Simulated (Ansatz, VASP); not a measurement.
# Two plane-wave programs on BaAs

```
CELL_PARAMETERS angstrom
2.38990 -5.72199 0.00000
2.38990 5.72199 0.00000
0.00000 0.00000 5.04199
ATOMIC_POSITIONS crystal
Ba 0.36301 0.63699 0.75000
Ba 0.63699 0.36301 0.25000
As 0.94414 0.05586 0.25000
As 0.05586 0.94414 0.75000
```

Change from the starting cell: species swapped into the TlCl type (Cmcm, No. 63).

Alike in both runs: functional PBE; k mesh 10 × 10 × 10; occupations gaussian, width 0.1 eV; no spin polarisation.

Ansatz relaxed the structure, and its values are those at the end. VASP's run is a single point on that final structure, the one shown.

|  | VASP | Ansatz |
| --- | --- | --- |
| version | VASP 6.6.1 | Ansatz 0.2.0 |
| potentials or method | VASP PAW PBE potentials, release 64 (Ba_sv, As), cutoff 520 eV | scalar-relativistic, plane waves, PAW |
| valence electrons in the cell | 30 | 50 |

Ansatz gave:

```
gap on the k mesh at the Fermi level (eV) : none
pressure (GPa)                            : 0.0
rms of the force components (eV/Å)        : 0.001
```

Q: Estimate VASP's values.

A: gap on the k mesh at the Fermi level (eV): none; pressure (GPa): 0.5; rms of the force components (eV/Å): 0.030.

A gap of «none» marks a metal or a gap that the smearing closes. VASP's potentials hold 30 valence electrons a cell and Ansatz's 50, so a difference there can come from the potentials and not from the codes.

Neither program's run includes spin-orbit coupling.
